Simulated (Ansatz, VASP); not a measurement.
# HfN in VASP and in Ansatz

INCAR

```
SYSTEM = HfN
PREC     = Accurate       ! precision mode
ENCUT    = 600            ! plane-wave cutoff, eV
EDIFF    = 1E-7           ! SCF threshold, eV
ISMEAR   = 0              ! smearing method
SIGMA    = 0.1            ! smearing width, eV
LREAL    = .FALSE.        ! projectors in reciprocal space
LASPH    = .TRUE.         ! aspherical terms in the spheres
NELM     = 80             ! most SCF steps
ALGO     = Normal         ! electronic algorithm
ISIF     = 3              ! what is computed and relaxed
LWAVE    = .FALSE.        ! write WAVECAR
LCHARG   = .FALSE.        ! write CHGCAR
GGA      = PE             ! functional
IBRION   = 2              ! ionic algorithm
NSW      = 100            ! ionic steps
EDIFFG   = -0.01          ! ionic threshold
```

Contents of KPOINTS:

```
regular mesh
0
G
  18 18 8
  0 0 0
```

POSCAR

```
HfN
1.0
    3.1559440289      0.0000000000      0.0000000000
   -1.5779720144      2.7331277019      0.0000000000
    0.0000000000      0.0000000000      5.4675452214
Hf N
2 2
Direct
    0.6666666667      0.3333333333      0.2500000000
    0.3333333333      0.6666666667      0.7500000000
    0.0000000000      0.0000000000      0.0000000000
    0.0000000000      0.0000000000      0.5000000000
```

Input for Ansatz:

```yaml
crystal:
  lattice:
    - [3.1559440289, 0.0, 0.0]
    - [-1.5779720144, 2.7331277019, 0.0]
    - [0.0, 0.0, 5.4675452214]
  atoms:
    - { symbol: Hf, position: [0.6666666667, 0.3333333333, 0.25] }
    - { symbol: Hf, position: [0.3333333333, 0.6666666667, 0.75] }
    - { symbol: "N", position: [0.0, 0.0, 0.0] }
    - { symbol: "N", position: [0.0, 0.0, 0.5] }
basis:
  ecutwfc: 420
kpoints:
  mp_grid: { grid: [18, 18, 8] }
hamiltonian:
  xc: pbe
scf:
  occupations: { method: gaussian, width: 0.1 }
output:
  forces: true
  stress: true
  eigenvalues: true
relax:
  adjacent_minimum: "off"
  f_tol: 0.01
  max_steps: 80
  cell: { stress_tol: 0.05 }
```

Change from the starting cell: the structure that the rattled cell fell into.

Alike in both runs: task relaxation of cell and atoms; functional PBE; k mesh 18 × 18 × 8; occupations gaussian, width 0.1 eV; no spin polarisation.

|  | VASP | Ansatz |
| --- | --- | --- |
| version | VASP 6.6.1 | Ansatz 0.2.0 |
| potentials or method | VASP PAW PBE potentials, release 64 (Hf_pv, N), cutoff 600 eV | scalar-relativistic, plane waves, PAW |
| valence electrons in the cell | 30 | 62 |

|  | VASP | Ansatz | Ansatz less VASP |
| --- | --- | --- | --- |
| gap on the k mesh at the Fermi level, each at its own relaxed structure (eV) | none | none | - |
| relaxed volume (Å³/atom) | 11.68 | 11.78 | +0.104 |
| relaxed length of the cell vector where the two differ most in proportion (Å) | 5.434 | 5.451 | +0.0174 |

A gap of «none» marks a metal or a gap that the smearing closes. VASP's potentials hold 30 valence electrons a cell and Ansatz's 62, so a difference there can come from the potentials and not from the codes.

Neither program's run includes spin-orbit coupling.
